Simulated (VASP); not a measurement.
# O (C2/m) in VASP: further runs, part 2 of 2

VASP 6.6.1. The steps go on from the part before.

## 3. Electric field gradients, PBE (18.40 Å³/atom)

This run uses another cell than the first one, of 18.40 Å³/atom.

File INCAR:

```
SYSTEM = O
  PREC = Accurate
  ENCUT = 520
  EDIFF = 1E-8
  ISMEAR = -1
  SIGMA = 0.01
  LREAL = .FALSE.
  LASPH = .TRUE.
  NELM = 80
  ALGO = Normal
  ISIF = 2
  LWAVE = .FALSE.
  LCHARG = .FALSE.
  GGA = PE
  LEFG = .TRUE.
  NBANDS = 13
```

File KPOINTS:

```
regular mesh
0
G
  11 11 8
  0 0 0
```

File POSCAR:

```
O
1.0
    2.7544840398     -1.7481261840      0.0000000000
    2.7544840398      1.7481261840      0.0000000000
   -2.0035289999      0.0000000000      3.8214986623
O
2
Direct
    0.0640000000      0.0640000000      0.1530000000
    0.9360000000      0.9360000000      0.8470000000
```

Potentials or basis: VASP PAW PBE potentials, release 64 (O).

The run is started by

```
cat potpaw_PBE.64/O/POTCAR > POTCAR
mpirun -np 1 vasp_std > vasp.out
```

OUTCAR:

```text
SYSTEM = O
   PREC = Accurate
   ENCUT = 520
   EDIFF = 1E-8
   ISMEAR = -1
   LREAL = .FALSE.
   LASPH = .TRUE.
   NELM = 80
   ISIF = 2
   GGA = PE

 ion  position               nearest neighbor table
   1  0.064  0.064  0.153-   2 1.17
   2  0.936  0.936  0.847-   1 1.17

  LATTYP: Found a base centered monoclinic cell.
 ALAT       =     5.5089680796
 B/A-ratio  =     0.6346474181
 C/A-ratio  =     0.7832421112
 COS(beta)  =    -0.4643327837

  Lattice vectors:

 A1 = (   2.7544840398,  -1.7481261840,   0.0000000000)
 A2 = (   2.7544840398,   1.7481261840,   0.0000000000)
 A3 = (  -2.0035289999,   0.0000000000,   3.8214986623)

Analysis of symmetry for initial positions (statically):
=====================================================================
 Subroutine PRICEL returns:
 Original cell was already a primitive cell.

 Routine SETGRP: Setting up the symmetry group for a
 base centered monoclinic supercell.

 Subroutine GETGRP returns: Found  4 space group operations
 (whereof  4 operations were pure point group operations)
 out of a pool of  4 trial point group operations.

The static configuration has the point symmetry C_2h.

Analysis of symmetry for dynamics (positions and initial velocities):
=====================================================================
 Subroutine PRICEL returns:
 Original cell was already a primitive cell.

 Routine SETGRP: Setting up the symmetry group for a
 base centered monoclinic supercell.

 Subroutine GETGRP returns: Found  4 space group operations
 (whereof  4 operations were pure point group operations)
 out of a pool of  4 trial point group operations.

The dynamic configuration has the point symmetry C_2h.

 Subroutine INISYM returns: Found  4 space group operations
 (whereof  4 operations are pure point group operations),
 and found     1 'primitive' translations

----------------------------------------------------------------------------------------

                                     Primitive cell

  volume of cell :      36.8025

  direct lattice vectors                    reciprocal lattice vectors
     2.754484040 -1.748126184  0.000000000     0.181522199 -0.286020543  0.095168158
     2.754484040  1.748126184  0.000000000     0.181522199  0.286020543  0.095168158
    -2.003529000  0.000000000  3.821498662     0.000000000  0.000000000  0.261677443

  length of vectors
     3.262380646  3.262380646  4.314855789     0.351873611  0.351873611  0.261677443

  position of ions in fractional coordinates (direct lattice)
     0.064000000  0.064000000  0.153000000
     0.936000000  0.936000000  0.847000000

  ion indices of the primitive-cell ions
   primitive index   ion index
                 1           1
                 2           2

----------------------------------------------------------------------------------------

 KPOINTS: regular mesh

Automatic generation of k-mesh.
 Grid dimensions read from file:
 generate k-points for:   11   11    8

 Generating k-lattice:
[... 74 lines left out ...]
   NUPDOWN=      -1.0000    fix difference up-down
   EMIN   =  10.00;   EMAX   =-10.00  energy-range for DOS
   EFERMI =   0.00;   METHOD = LEGACY
   ISMEAR =    -1;   SIGMA  =   0.01  broadening in eV -4-tet -1-fermi 0-gaus
   EFERMI_NEDOS =   21; number of points for ismear=-14 and -15
   IALGO  =     38    algorithm
   IMIX   =      4    mixing-type and parameters
     AMIX     =   0.40;   BMIX     =  1.00
     AMIX_MAG =   1.60;   BMIX_MAG =  1.00
  volume/ion in A,a.u.               =      18.40       124.18
  Fermi-wavevector in a.u.,A,eV,Ry     =   1.126790  2.129324 17.274716  1.269656
  Thomas-Fermi vector in A             =   2.263473
   LORBIT       =      0    0 simple, 1 ext, 2 COOP (PROOUT), +10 PAW based schemes
   GGA     = PE    functional components
   LHFCALC =     F    Hartree Fock is set to
   AEXX    =    0.0000 exact exchange contribution
   IVDW    =     0    specifies the selected vdW correction
   LEPSILON=     F    determine dielectric tensor
   LRPA    =     F    only Hartree local field effects (RPA)
 non-spin polarized calculation
  energy-cutoff  :      520.00
  volume of cell :       36.80
 maximum number of plane-waves:      1017
   NGX = 13   NGY = 13   NGZ = 15

 number of electron      12.0000009 magnetization

 Free energy of the ion-electron system (eV)
  ---------------------------------------------------
  ext. energy  EPLUGINS =         0.00000000
  ---------------------------------------------------
  free energy    TOTEN  =        -8.99753132 eV

  energy without entropy =       -8.99596720  energy(sigma->0) =       -8.99674926

 E-fermi :  -1.7634     XC(G=0):  -7.1534

 val. band max:       -1.7638524989   @ k =  -0.3636   0.2727   0.5000
 cond. band min:      -1.7632559668   @ k =  -0.3636  -0.3636   0.2500
 fundamental gap:      0.0005965321
 Fermi energy:        -1.7634410376

 k-point     1 :       0.0000    0.0000    0.0000
  band No.  band energies     occupation
      1     -29.8167      2.00000
      2     -15.6367      2.00000
      3     -10.0179      2.00000
      4      -9.0338      2.00000
      5      -8.9663      2.00000
      6      -1.5872      0.00000
      7      -1.4728      0.00000
      8       4.2664      0.00000
      9       9.9592      0.00000
     10      10.5544      0.00000
     11      13.1974      0.00000
     12      15.2040      0.00000
     13      16.5849      0.00000
[... 354 lines left out ...]
  band No.  band energies     occupation
      1     -29.7697      2.00000
      2     -15.6115      2.00000
      3      -9.9266      2.00000
      4      -9.2489      2.00000
      5      -9.1811      2.00000
      6      -1.8880      1.99999
      7      -1.7099      0.00944
      8       5.8192      0.00000
      9       9.4405      0.00000
     10      11.9646      0.00000
     11      11.9992      0.00000
     12      13.4234      0.00000
     13      14.2950      0.00000

 [... further k-points ...]
[... 5 lines left out ...]
  --------------------------------------------------------------------------------------
  -------------------------------------------------------------------------------------
  Total       -1.0715578     -0.7808352      6.1194688      0.0000000      0.0000000      0.2671858
  in kB      -46.6497637    -33.9932916    266.4081843      0.0000000      0.0000000     11.6318078
  external PRESSURE =      61.9217097 kB  Pullay stress =       0.0000000 kB

 VOLUME and BASIS-vectors are now :
 -----------------------------------------------------------------------------
  energy-cutoff  :      520.00
  volume of cell :       36.80
      direct lattice vectors                 reciprocal lattice vectors
     2.754484040 -1.748126184  0.000000000     0.181522199 -0.286020543  0.095168158
     2.754484040  1.748126184  0.000000000     0.181522199  0.286020543  0.095168158
    -2.003529000  0.000000000  3.821498662     0.000000000  0.000000000  0.261677443

 POSITION                                       TOTAL-FORCE (eV/Angst)
 -----------------------------------------------------------------------------------
      0.04603      0.00000      0.58469         0.222213      0.000000      5.325423
      3.45941      0.00000      3.23681        -0.222213      0.000000     -5.325423
 -----------------------------------------------------------------------------------
    total drift:                               -0.000000     -0.000000      0.000000

  FREE ENERGIE OF THE ION-ELECTRON SYSTEM (eV)
  ---------------------------------------------------
  free  energy   TOTEN  =        -8.9975313212 eV

  energy  without entropy=       -8.9959672027  energy(sigma->0) =       -8.99674926

 Electric field gradients (V/A^2)
---------------------------------------------------------------------
 ion       V_xx      V_yy      V_zz      V_xy      V_xz      V_yz
---------------------------------------------------------------------
   1     -56.155   -64.275   120.430     0.000    14.037    -0.000
   2     -56.155   -64.275   120.430     0.000    14.037     0.000
---------------------------------------------------------------------

 Electric field gradients after diagonalization (V/A^2)
 (convention: |V_zz| > |V_xx| > |V_yy|)
----------------------------------------------------------------------
 ion       V_xx      V_yy      V_zz     asymmetry (V_yy - V_xx)/ V_zz
----------------------------------------------------------------------
   1     -64.275   -57.264   121.539       0.058
   2     -64.275   -57.264   121.539       0.058
----------------------------------------------------------------------

           NMR quadrupolar parameters

 Cq : quadrupolar parameter    Cq=e*Q*V_zz/h
 eta: asymmetry parameters     (V_yy - V_xx)/ V_zz
 Q  : nuclear electric quadrupole moment in mb (millibarn)
----------------------------------------------------------------------
 ion       Cq(MHz)       eta       Q (mb)
----------------------------------------------------------------------
   1       0.294       0.058       1.000
   2       0.294       0.058       1.000
----------------------------------------------------------------------
```

OSZICAR:

```text
N       E                     dE             d eps       ncg     rms          rms(c)
DAV:   1     0.444991897241E+02    0.44499E+02   -0.57998E+03  7084   0.802E+02
DAV:   2    -0.736613552458E+01   -0.51865E+02   -0.50120E+02  9273   0.177E+02
DAV:   3    -0.931491984109E+01   -0.19488E+01   -0.19063E+01  8260   0.330E+01
DAV:   4    -0.932358173438E+01   -0.86619E-02   -0.86578E-02  7915   0.260E+00
DAV:   5    -0.932362577632E+01   -0.44042E-04   -0.44042E-04  8178   0.178E-01    0.464E+00
DAV:   6    -0.905258201721E+01    0.27104E+00   -0.23614E-01  8495   0.443E+00    0.240E+00
DAV:   7    -0.899511856045E+01    0.57463E-01   -0.20148E-01  8550   0.403E+00    0.508E-01
DAV:   8    -0.899736856166E+01   -0.22500E-02   -0.15910E-02  7290   0.108E+00    0.133E-01
DAV:   9    -0.899750770949E+01   -0.13915E-03   -0.15414E-04  8355   0.112E-01    0.387E-02
DAV:  10    -0.899752739561E+01   -0.19686E-04   -0.36461E-05  7360   0.584E-02    0.104E-02
DAV:  11    -0.899753213779E+01   -0.47422E-05   -0.12747E-05  7450   0.296E-02    0.763E-03
DAV:  12    -0.899753120197E+01    0.93582E-06   -0.15452E-06  8445   0.104E-02    0.237E-03
DAV:  13    -0.899753131482E+01   -0.11285E-06   -0.38005E-07  7240   0.519E-03    0.398E-04
DAV:  14    -0.899753132115E+01   -0.63350E-08   -0.71755E-09  8327   0.688E-04
   1 F= -.89975313E+01 E0= -.89967493E+01  d E =-.156412E-02
```

stdout:

```text
POSCAR found type information on POSCAR O
 POSCAR found :  1 types and       2 ions
 scaLAPACK will be used
 LDA part: xc-table for (Slater+PW92), standard interpolation
 POSCAR, INCAR and KPOINTS ok, starting setup
 FFT: planning ... GRIDC
 FFT: planning ... GRID_SOFT
 FFT: planning ... GRID
 WAVECAR not read
 entering main loop
ion   1

ion   2
```

It took 1.9 min on 1 thread of Oxide Virtual Turin-like, shared host; peak memory 0.18 GiB.

Results:

- Free energy: -8.9975 eV
- Pressure: 6.2 GPa
- Largest force: 5.330 eV/Å
- Band gap on the k mesh: zero (bands 6 and 7 overlap by 0.53 eV)
- Largest electric field gradient by atom: O +121.5 V/Å²

Forces on the atoms (eV/Å):
```
O    0.222  0.000  5.325
O   -0.222  0.000 -5.325
```

Stress tensor (GPa, compression positive):
```
-4.66  0.00  1.16
 0.00 -3.40  0.00
 1.16  0.00 26.64
```

Levels at points of the mesh, in eV from the Fermi level:
```tsv
k point	band 3	band 4	band 5	band 6	band 7	band 8	band 9	band 10
(0.00, 0.00, 0.00)	-8.25	-7.27	-7.20	0.18	0.29	6.03	11.72	12.32
(0.00, 0.00, 0.50)	-7.50	-7.32	-7.23	0.35	0.36	6.67	7.09	12.65
```

Electric field gradients, principal values (V/Å²):
```
atom    least   middle  greatest (by size)
 1 O  -57.264  -64.275             121.539
 2 O  -57.264  -64.275             121.539
```

Caveat: the standard files for N, O and F lose accuracy on very short bonds; spin is off for a triplet molecule; the stress differs along the axes, from -5 to 27 GPa; this functional lacks dispersion, which holds the molecules together, so the pressure and a relaxed volume are unreliable; without QUAD_EFG the Cq values of the log hold for a quadrupole moment of 1 mb, not for the nuclei; forces of over 1 eV/Å act on the atoms, so gaps and moduli don't describe the material at rest.
